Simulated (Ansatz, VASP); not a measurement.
## Two plane-wave programs on MnS

The input INCAR:

```
SYSTEM = MnS
PREC     = Accurate       ! precision mode
ENCUT    = 520            ! plane-wave cutoff, eV
EDIFF    = 1E-7           ! SCF threshold, eV
ISMEAR   = 0              ! smearing method
SIGMA    = 0.05           ! smearing width, eV
LREAL    = .FALSE.        ! projectors in reciprocal space
LASPH    = .TRUE.         ! aspherical terms in the spheres
NELM     = 100            ! most SCF steps
ALGO     = Normal         ! electronic algorithm
ISIF     = 2              ! what is computed and relaxed
LWAVE    = .FALSE.        ! write WAVECAR
LCHARG   = .FALSE.        ! write CHGCAR
GGA      = PE             ! functional
NBANDS   = 16             ! bands
```

KPOINTS

```
regular mesh
0
G
  12 12 12
  0 0 0
```

The input POSCAR:

```
MnS
1.0
    0.0000000000      2.3302473804      2.3302473804
    2.3302473804      0.0000000000      2.3302473804
    2.3302473804      2.3302473804      0.0000000000
Mn S
1 1
Direct
    0.0000000000      0.0000000000      0.0000000000
    0.5000000000      0.5000000000      0.5000000000
```

Input for Ansatz:

```yaml
crystal:
  lattice:
    - [0.0, 2.3302473804, 2.3302473804]
    - [2.3302473804, 0.0, 2.3302473804]
    - [2.3302473804, 2.3302473804, 0.0]
  atoms:
    - { symbol: Mn, position: [0.0, 0.0, 0.0] }
    - { symbol: S, position: [0.5, 0.5, 0.5] }
basis:
  ecutwfc: 420
  ecutrho_ratio: 4
kpoints:
  mp_grid: { grid: [12, 12, 12] }
hamiltonian:
  xc: pbe
scf:
  occupations: { method: gaussian, width: 0.05 }
output:
  forces: true
  stress: true
  eigenvalues: true
```

Alike in both runs: task single point; functional PBE; k mesh 12 × 12 × 12; occupations gaussian, width 0.05 eV; no spin polarisation.

|  | VASP | Ansatz |
| --- | --- | --- |
| version | VASP 6.6.1 | Ansatz 0.2.0 |
| potentials or method | VASP PAW PBE potentials, release 64 (Mn_pv, S), cutoff 520 eV | scalar-relativistic, plane waves, PAW |
| valence electrons in the cell | 19 | 21 |

Ansatz gave:

| Property | Result |
| --- | --- |
| gap on the k mesh at the Fermi level (eV) | none |
| pressure (GPa) | 3.3 |

Which values does VASP return?

gap on the k mesh at the Fermi level (eV): none; pressure (GPa): 3.4.

A gap of «none» marks a metal or a gap that the smearing closes. The functional is the same, so the differences come from potentials, cutoffs and numerics. VASP's potentials hold 19 valence electrons a cell and Ansatz's 21, so a difference there can come from the potentials and not from the codes.
